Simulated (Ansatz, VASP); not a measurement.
Al2Rh in VASP and in Ansatz

```xyz
6
Lattice="2.8488 0.0000 0.0000 0.0000 2.8488 0.0000 0.0000 0.0000 12.0608" Properties=species:S:1:pos:R:3 pbc="T T T"
Al    0.0000    1.4244   10.0510
Al    0.0000    1.4244    4.0206
Al    1.4244    0.0000    8.0403
Al    1.4244    0.0000    2.0099
Rh    0.0000    0.0000    6.0304
Rh    1.4244    1.4244    0.0000
```

Change from the starting cell: species swapped into the GeS2 type (P4_2/nmc, No. 137).

Alike in both runs: functional PBE; k mesh 6 × 6 × 2; occupations gaussian, width 0.1 eV; no spin polarisation.

Ansatz relaxed the structure, and its values are those at the end. VASP's run is a single point on that final structure, the one shown.

```csv
,VASP,Ansatz
version,VASP 6.6.1,Ansatz 0.2.0
potentials or method,"VASP PAW PBE potentials, release 64 (Al, Rh_pv), cutoff 500 eV","scalar-relativistic, plane waves, PAW"
valence electrons in the cell,42,46
```

|  | VASP | Ansatz | Ansatz less VASP |
| --- | --- | --- | --- |
| gap on the k mesh at the Fermi level (eV) | none | none | - |
| pressure (GPa) | 0.0 | 0.0 | -0.03 |
| rms of the force components (eV/Å) | 0.008 | 0.001 | -0.0072 |

A gap of «none» marks a metal or a gap that the smearing closes. The functional is the same, so the differences come from potentials, cutoffs and numerics. VASP's potentials hold 42 valence electrons a cell and Ansatz's 46, so a difference there can come from the potentials and not from the codes.

The k mesh is coarse, so the values compare programs but aren't converged.
